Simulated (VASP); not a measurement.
# Co in VASP: a series of runs

Runs on Co. Level: r2SCAN. Tasks: single point.

All numbers are computed with VASP 6.6.1; they aren't measurements. Logs are shortened: lines on timing, memory, paths and dates and some standing lists are left out, and cuts for length are marked.

### Step 1. The cell of the first run

It takes space group Fmmm (No. 69, orthorhombic). The conventional cell has a = 2.649 Å, b = 3.988 Å, c = 8.710 Å, α = 90.00°, β = 90.00°, γ = 90.00°. Co (site symmetry mm2) has 11 Co at 2.36 to 2.82 Å within 3.1 Å.

### Step 2. Single point, r2SCAN, collinear spin, ferromagnetic start

POSCAR reads:

```
Co
1.0
    1.9939533317     -4.3550969943      0.0000000000
    1.9939533317      4.3550969943      0.0000000000
    0.0000000000      0.0000000000      2.6488525819
Co
4
Direct
    0.1353259217      0.8646740783      0.0000001849
    0.6353259217      0.3646740783      0.4999998151
    0.8646740783      0.1353259217      0.9999998151
    0.3646740783      0.6353259217      0.5000001849
```

INCAR.step1 reads:

```
PREC = Accurate
ENCUT = 520
ISMEAR = 0
SIGMA = 0.1
LREAL = F
LASPH = T
NELM = 150
ISPIN = 2
MAGMOM = 2.06 2.06 2.06 2.06
LMAXMIX = 4
NBANDS = 30
GGA = PE
ALGO = Normal
EDIFF = 1E-4
LWAVE = T
LCHARG = F
```

INCAR.step2 reads:

```
PREC = Accurate
ENCUT = 520
EDIFF = 1E-6
ISMEAR = 0
SIGMA = 0.1
LREAL = F
LASPH = T
NELM = 150
ALGO = Normal
ISIF = 2
LWAVE = F
LCHARG = F
ISPIN = 2
MAGMOM = 2.06 2.06 2.06 2.06
LORBIT = 11
LMAXMIX = 4
METAGGA = R2SCAN
LMIXTAU = T
NBANDS = 30
ISTART = 1
```

KPOINTS reads:

```
Automatic mesh
0
Gamma
  6 6 4
```

Potentials or basis: VASP PAW PBE potentials, release 64 (Co).

Launch:

```sh
$ cat potpaw_PBE.64/Co/POTCAR > POTCAR
$ cp INCAR.step1 INCAR
$ mpirun -np 1 vasp_std > vasp.out
$ cp INCAR.step2 INCAR
$ mpirun -np 1 vasp_std > vasp.out
```

OUTCAR:

```text
PREC = Accurate
   ENCUT = 520
   EDIFF = 1E-6
   ISMEAR = 0
   LREAL = F
   LASPH = T
   NELM = 150
   ISIF = 2
   ISPIN = 2
   LORBIT = 11
   METAGGA = R2SCAN
   ISTART = 1

 ion  position               nearest neighbor table
   1  0.135  0.865  0.000-   3 2.36   2 2.39   2 2.39   2 2.39   2 2.39   4 2.40   4 2.40   3 2.82
                             3 2.82
   2  0.635  0.365  0.500-   4 2.36   1 2.39   1 2.39   1 2.39   1 2.39   3 2.40   3 2.40   4 2.82
                             4 2.82
   3  0.865  0.135  1.000-   1 2.36   4 2.39   4 2.39   4 2.39   4 2.39   2 2.40   2 2.40   1 2.82
                             1 2.82
   4  0.365  0.635  0.500-   2 2.36   3 2.39   3 2.39   3 2.39   3 2.39   1 2.40   1 2.40   2 2.82
                             2 2.82

  LATTYP: Found a base centered orthorhombic cell.
 ALAT       =     3.9879066634
 B/A-ratio  =     2.1841519182
 C/A-ratio  =     0.6642213084

  Lattice vectors:

 A1 = (   1.9939533317,  -4.3550969943,   0.0000000000)
 A2 = (   1.9939533317,   4.3550969943,   0.0000000000)
 A3 = (   0.0000000000,   0.0000000000,   2.6488525819)

Analysis of symmetry for initial positions (statically):
=====================================================================
 Subroutine PRICEL returns following result:

  LATTYP: Found a face centered orthorhombic cell.
 ALAT       =     2.6488525819
 B/A-ratio  =     1.5055223121
 C/A-ratio  =     3.2882894458
[... 12 lines left out ...]
 Subroutine GETGRP returns: Found  8 space group operations
 (whereof  8 operations were pure point group operations)
 out of a pool of  8 trial point group operations.

The static configuration has the point symmetry D_2h.

Analysis of symmetry for dynamics (positions and initial velocities):
=====================================================================
 Subroutine PRICEL returns following result:

  LATTYP: Found a face centered orthorhombic cell.
 ALAT       =     2.6488525819
 B/A-ratio  =     1.5055223121
 C/A-ratio  =     3.2882894458
[... 12 lines left out ...]
 Subroutine GETGRP returns: Found  8 space group operations
 (whereof  8 operations were pure point group operations)
 out of a pool of  8 trial point group operations.

The dynamic configuration has the point symmetry D_2h.

Analysis of structural, dynamic, and magnetic symmetry:
=====================================================================
 Subroutine PRICEL returns following result:

  LATTYP: Found a face centered orthorhombic cell.
 ALAT       =     2.6488525819
 B/A-ratio  =     1.5055223121
[... 139 lines left out ...]
  Fermi-wavevector in a.u.,A,eV,Ry     =   1.508605  2.850850 30.965339  2.275888
  Thomas-Fermi vector in A             =   2.619037
   LORBIT       =     11    0 simple, 1 ext, 2 COOP (PROOUT), +10 PAW based schemes
   METAGGA = R2SCAN    functional components
   LHFCALC =     F    Hartree Fock is set to
   AEXX    =    0.0000 exact exchange contribution
   IVDW    =     0    specifies the selected vdW correction
   LEPSILON=     F    determine dielectric tensor
   LRPA    =     F    only Hartree local field effects (RPA)
 spin polarized calculation
 Gauss-broadening in eV      SIGMA  =   0.10
  energy-cutoff  :      520.00
  volume of cell :       46.00
 maximum number of plane-waves:      1262
   NGX = 17   NGY = 17   NGZ =  9

 number of electron      35.9999970 magnetization       7.5693631

 Free energy of the ion-electron system (eV)
  ---------------------------------------------------
  ext. energy  EPLUGINS =         0.00000000
  ---------------------------------------------------
  free energy    TOTEN  =       -51.75233193 eV

  energy without entropy =      -51.73455670  energy(sigma->0) =      -51.74344432

 E-fermi :   9.8259     XC(G=0): -14.2173

 val. band max:        9.8171814416   @ k =   0.1667  -0.0000   0.0000
 cond. band min:       9.8314647237   @ k =  -0.3333   0.3333   0.5000
 fundamental gap:      0.0142832820
 Fermi energy:         9.8259040511

 spin component 1

 k-point     1 :       0.0000    0.0000    0.0000
  band No.  band energies     occupation
      1       0.4649      1.00000
      2       3.9826      1.00000
      3       4.1791      1.00000
      4       4.3768      1.00000
      5       4.4419      1.00000
      6       5.0088      1.00000
[... 781 lines left out ...]
     29      21.2055      0.00000
     30      22.7739      0.00000

 [... further k-points ...]

 spin component 2

 k-point     1 :       0.0000    0.0000    0.0000
  band No.  band energies     occupation
      1       0.0661      1.00000
      2       5.1107      1.00000
      3       6.1536      1.00000
      4       6.3122      1.00000
      5       6.8216      1.00000
      6       6.9877      1.00000
[... 781 lines left out ...]
     29      21.8726      0.00000
     30      23.4530      0.00000

 [... further k-points ...]
[... 5 lines left out ...]
  --------------------------------------------------------------------------------------
  -------------------------------------------------------------------------------------
  Total        0.0541281     -0.1237129     -0.1393055      0.0000000      0.0000000      0.0000000
  in kB        1.8850934     -4.3084894     -4.8515258      0.0000000      0.0000000      0.0000000
  external PRESSURE =      -2.4249739 kB  Pullay stress =       0.0000000 kB

 VOLUME and BASIS-vectors are now :
 -----------------------------------------------------------------------------
  energy-cutoff  :      520.00
  volume of cell :       46.00
      direct lattice vectors                 reciprocal lattice vectors
     1.993953332 -4.355096994  0.000000000     0.250758126 -0.114808006  0.000000000
     1.993953332  4.355096994  0.000000000     0.250758126  0.114808006  0.000000000
     0.000000000  0.000000000  2.648852582     0.000000000  0.000000000  0.377521953

 POSITION                                       TOTAL-FORCE (eV/Angst)
 -----------------------------------------------------------------------------------
      1.99395      3.17638      0.00000         0.000000     -0.003919      0.000000
      1.99395     -1.17872      1.32443         0.000000     -0.003919      0.000000
      1.99395     -3.17638      2.64885         0.000000      0.003919      0.000000
      1.99395      1.17872      1.32443         0.000000      0.003919      0.000000
 -----------------------------------------------------------------------------------
    total drift:                                0.000000     -0.000000      0.000000

  FREE ENERGIE OF THE ION-ELECTRON SYSTEM (eV)
  ---------------------------------------------------
  free  energy   TOTEN  =       -51.7523319297 eV

  energy  without entropy=      -51.7345567005  energy(sigma->0) =      -51.74344432

 total charge

# of ion       s       p       d       tot
------------------------------------------
    1        0.514   0.534   7.210   8.258
    2        0.514   0.534   7.210   8.258
    3        0.514   0.534   7.210   8.258
    4        0.514   0.534   7.210   8.258
--------------------------------------------------
tot          2.057   2.135  28.842  33.034

 magnetization (x)

# of ion       s       p       d       tot
------------------------------------------
    1        0.002  -0.052   1.996   1.946
    2        0.002  -0.052   1.996   1.946
    3        0.002  -0.052   1.996   1.946
    4        0.002  -0.052   1.996   1.946
--------------------------------------------------
tot          0.007  -0.208   7.983   7.783
```

OUTCAR.step1:

```text
PREC = Accurate
   ENCUT = 520
   ISMEAR = 0
   LREAL = F
[... 1871 lines left out ...]
      1.99395      3.17638      0.00000         0.000000      0.037935      0.000000
      1.99395     -1.17872      1.32443         0.000000      0.037935      0.000000
      1.99395     -3.17638      2.64885         0.000000     -0.037935      0.000000
      1.99395      1.17872      1.32443         0.000000     -0.037935      0.000000
 -----------------------------------------------------------------------------------
    total drift:                                0.000000     -0.000000      0.000000

  FREE ENERGIE OF THE ION-ELECTRON SYSTEM (eV)
  ---------------------------------------------------
  free  energy   TOTEN  =       -26.8616963833 eV

  energy  without entropy=      -26.8363628466  energy(sigma->0) =      -26.84902961
```

Wall time 6.3 min (1 thread of Intel Xeon Platinum 8259CL at 2.50GHz (Skylake/Cascade Lake), shared host); peak memory 0.24 GiB.

What came out:

```yaml
Free_energy: -51.7523 eV
Pressure: -0.2 GPa
Largest_force: 0.004 eV/Å
Net_moment: 7.57 μB per cell
Site_moments: Co +1.95 μB
Valence_electrons_inside_the_program's_atomic_spheres: Co 8.26
```

Forces in eV/Å, atoms in the order of the input:
```
Co   0.000 -0.004  0.000
Co   0.000 -0.004  0.000
Co   0.000  0.004  0.000
Co   0.000  0.004  0.000
```

Levels at points of the mesh, in eV from the Fermi level:
Spin up:
```tsv
k point	band 19	band 20	band 21	band 22	band 23	band 24	band 25	band 26
(0.00, 0.00, 0.00)	-1.85	-1.38	-1.23	-1.22	2.96	4.11	4.17	6.56
(0.50, 0.00, 0.00)	-2.58	-2.58	-1.94	-1.94	0.33	0.33	8.77	8.77
(0.50, 0.50, 0.00)	-1.53	-1.34	-1.26	-1.18	-0.05	6.13	7.93	8.43
(0.00, 0.00, 0.50)	-1.81	-1.81	-0.55	-0.55	6.68	6.68	6.95	6.95
(0.50, 0.00, 0.50)	-1.86	-1.86	0.41	0.41	2.44	2.44	4.46	4.46
(0.50, 0.50, 0.50)	-1.66	-1.66	1.08	1.08	1.09	1.09	8.54	8.54
```
Spin down:
```csv
k point,band 11,band 12,band 13,band 14,band 15,band 16,band 17,band 18
"(0.00, 0.00, 0.00)",-1.55,-1.31,-0.20,0.23,0.24,0.27,0.62,0.90
"(0.50, 0.00, 0.00)",-0.98,-0.98,-0.84,-0.84,-0.74,-0.74,-0.32,-0.32
"(0.50, 0.50, 0.00)",-1.08,-0.73,-0.40,-0.09,0.15,0.44,0.84,0.96
"(0.00, 0.00, 0.50)",-1.53,-1.53,-0.31,-0.31,0.33,0.33,0.46,0.46
"(0.50, 0.00, 0.50)",-0.59,-0.59,0.52,0.52,1.10,1.10,1.28,1.28
"(0.50, 0.50, 0.50)",-1.17,-1.17,-1.01,-1.01,0.12,0.12,1.06,1.06
```

Caveat: the k points lie up to 0.59 Å⁻¹ apart; the PAW data sets were made with another functional, which shifts forces and pressure a little.

### Step 3. Single point, r2SCAN, collinear spin, ferromagnetic start

This run uses another cell than the first one, of 11.60 Å³/atom, 1.008 times its volume.

POSCAR reads:

```
Co
1.0
    1.3414809667     -4.3477605771      0.0000000000
    1.3414809667      4.3477605771      0.0000000000
    0.0000000000      0.0000000000      3.9763366767
Co
4
Direct
    0.1353461675      0.8646538325      0.9998054785
    0.6353461675      0.3646538325      0.5001945215
    0.8646538325      0.1353461675      0.0001945215
    0.3646538325      0.6353461675      0.4998054785
```

INCAR.step1 reads:

```
SYSTEM = Co
PREC = Accurate
ENCUT = 520
ISMEAR = 0
SIGMA = 0.1
LREAL = .False.
LASPH = .True.
NELM = 150
ISPIN = 2
MAGMOM = 1.7 1.7 1.7 1.7
LMAXMIX = 4
NBANDS = 30
GGA = PE
ALGO = Normal
EDIFF = 1E-4
LWAVE = .True.
LCHARG = .False.
```

INCAR.step2 reads:

```
SYSTEM = Co
PREC = Accurate
ENCUT = 520
EDIFF = 1E-7
ISMEAR = 0
SIGMA = 0.1
LREAL = .False.
LASPH = .True.
NELM = 150
ALGO = Normal
ISIF = 2
LWAVE = .False.
LCHARG = .False.
ISPIN = 2
MAGMOM = 1.7 1.7 1.7 1.7
LORBIT = 11
LMAXMIX = 4
METAGGA = R2SCAN
LMIXTAU = .True.
NBANDS = 30
ISTART = 1
```

KPOINTS reads:

```
regular mesh
0
Gamma
  6 6 6
  0 0 0
```

Potentials or basis: VASP PAW PBE potentials, release 64 (Co).

Launch:

```sh
$ cat potpaw_PBE.64/Co/POTCAR > POTCAR
$ cp INCAR.step1 INCAR
$ mpirun -np 1 vasp_std > vasp.out
$ cp INCAR.step2 INCAR
$ mpirun -np 1 vasp_std > vasp.out
```

It took 25 min on 1 thread of AMD EPYC 7R43 (Zen 3), shared host; peak memory 0.25 GiB.

It converged, with:

* Free energy: -51.7603 eV
* Pressure: -0.5 GPa
* Largest force: 0.019 eV/Å
* Net moment: 7.69 μB per cell
* Site moments: Co +1.98 μB
* Valence electrons inside the program's atomic spheres: Co 8.24

Forces on the atoms (eV/Å):
```
Co   0.000  0.017  0.009
Co   0.000  0.017 -0.009
Co   0.000 -0.017 -0.009
Co   0.000 -0.017  0.009
```

Stress tensor (GPa, compression positive):
```
-0.59  0.00  0.00
 0.00 -0.51  0.00
 0.00  0.00 -0.37
```

Levels at points of the mesh, in eV from the Fermi level:
Spin up:
```
           k point  band 19  band 20  band 21  band 22  band 23  band 24  band 25  band 26
(0.00, 0.00, 0.00)    -1.42    -1.33    -1.26    -1.19     0.00     4.14     6.13     8.01
(0.50, 0.00, 0.00)    -2.02    -2.02    -0.37    -0.37     3.33     3.33     8.95     8.95
(0.50, 0.50, 0.00)    -1.90    -1.58    -1.46    -1.30     3.00     4.15     6.59     6.87
(0.00, 0.00, 0.50)    -2.76    -2.76    -2.34    -2.34     3.12     3.12     5.00     5.00
(0.50, 0.00, 0.50)    -2.00    -2.00     0.30     0.30     2.31     2.31     4.28     4.28
(0.50, 0.50, 0.50)    -1.88    -1.88    -1.81    -1.81    -1.73    -1.73    13.50    13.50
```
Spin down:
```
           k point  band 12  band 13  band 14  band 15  band 16  band 17
(0.00, 0.00, 0.00)    -0.34    -0.30    -0.23     0.35     0.38     0.51
(0.50, 0.00, 0.00)    -1.34    -0.43    -0.43    -0.16    -0.16     1.10
(0.50, 0.50, 0.00)    -1.35    -0.85     0.26     0.32     0.57     0.81
(0.00, 0.00, 0.50)    -0.91    -0.69    -0.69    -0.65    -0.65    -0.47
(0.50, 0.00, 0.50)    -0.64     0.49     0.49     1.06     1.06     1.23
(0.50, 0.50, 0.50)    -1.16    -0.96    -0.96    -0.62    -0.62    -0.40
```

Caveat: the k points lie up to 0.41 Å⁻¹ apart; the PAW data sets were made with another functional, which shifts forces and pressure a little.
